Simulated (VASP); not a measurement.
Wanted: the native input for a VASP 6.6.1 run.

| Property | Result |
| --- | --- |
| Task | single point |
| Functional | PBE |
| Potentials or basis | VASP PAW PBE potentials, release 64 (Sr_sv, O) |
| Cutoff | 520 eV |
| k mesh | 8 × 8 × 8 |
| Occupations | gaussian, width 0.05 eV |
| Spin | no spin polarisation |
| Dipole correction | no |
| Further INCAR settings | ALGO = Normal; EDIFF = 1e-07; NBANDS = 15 |

The structure of SrO lies in POSCAR:

```
SrO
1.0
    0.0000000000      2.4413100000      2.4413100000
    2.4413100000      0.0000000000      2.4413100000
    2.4413100000      2.4413100000      0.0000000000
Sr O
1 1
Direct
    0.0000000000      0.0000000000      0.0000000000
    0.5000000000      0.5000000000      0.5000000000
```

This cell differs from its parent crystal: strain -0.050 along x and y, -0.050 along z.

The input as run:

INCAR

```
ALGO = Normal ; EDIFF = 1E-7
ENCUT = 520 ; GGA = PE
ISIF = 2 ; ISMEAR = 0
LASPH = True ; LCHARG = True
LELF = True ; LREAL = False
LVHAR = True ; LWAVE = False
NBANDS = 15 ; NELM = 80
PREC = Accurate ; SIGMA = 0.05
```

KPOINTS

```
k-points
0
Gamma
  8 8 8
```

Potentials or basis: VASP PAW PBE potentials, release 64 (Sr_sv, O).

Launch:

```bash
$ cat potpaw_PBE.64/Sr_sv/POTCAR potpaw_PBE.64/O/POTCAR > POTCAR
$ mpirun -np 1 vasp_std > vasp.out
```

It gave:

```yaml
Pressure: 25.1 GPa
Band_gap_on_the_k_mesh: 3.05 eV, direct
```

Caveat: the cell differs from its parent crystal (strain -0.050 along x and y, -0.050 along z).

Wall time 14 s on 1 thread of Intel Xeon 6975P-C (shared host), peak memory 0.16 GiB.
